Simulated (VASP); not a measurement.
Here is a VASP 6.6.1 calculation.

The input INCAR:

```
PREC     = Accurate       # precision mode
ENCUT    = 500            # plane-wave cutoff, eV
EDIFF    = 1E-6           # SCF threshold, eV
ISMEAR   = 0              # smearing method
SIGMA    = 0.5            # smearing width, eV
LREAL    = False          # projectors in reciprocal space
LASPH    = True           # aspherical terms in the spheres
NELM     = 120            # most SCF steps
ALGO     = Normal         # electronic algorithm
ISIF     = 2              # what is computed and relaxed
LWAVE    = False          # write WAVECAR
LCHARG   = True           # write CHGCAR
GGA      = PE             # functional
LELF     = True           # ELF
LVHAR    = True         
NBANDS   = 15             # bands
GGA_COMPAT= False
```

KPOINTS

```
regular mesh
0
Gamma
  4 4 4
```

Contents of POSCAR:

```
KCl
1.0
    0.0000000000      3.5072828304      3.5072828304
    3.5072828304      0.0000000000      3.5072828304
    3.5072828304      3.5072828304      0.0000000000
K Cl
1 1
Direct
    0.0000000000      0.0000000000      0.0000000000
    0.2500000000      0.2500000000      0.2500000000
```

Potentials or basis: VASP PAW PBE potentials, release 64 (K_sv, Cl).

Command:

```console
$ cat potpaw_PBE.64/K_sv/POTCAR potpaw_PBE.64/Cl/POTCAR > POTCAR
$ mpirun -np 1 vasp_std > vasp.out
```

Q: Predict the band gap on the k mesh.

A: 4.77 eV, indirect (least direct gap 4.81 eV).

Q: Predict the pressure.

A: 0.3 GPa.

A k mesh can miss the band edges. A hybrid or GW would open this gap; PBE tends to underestimate it.
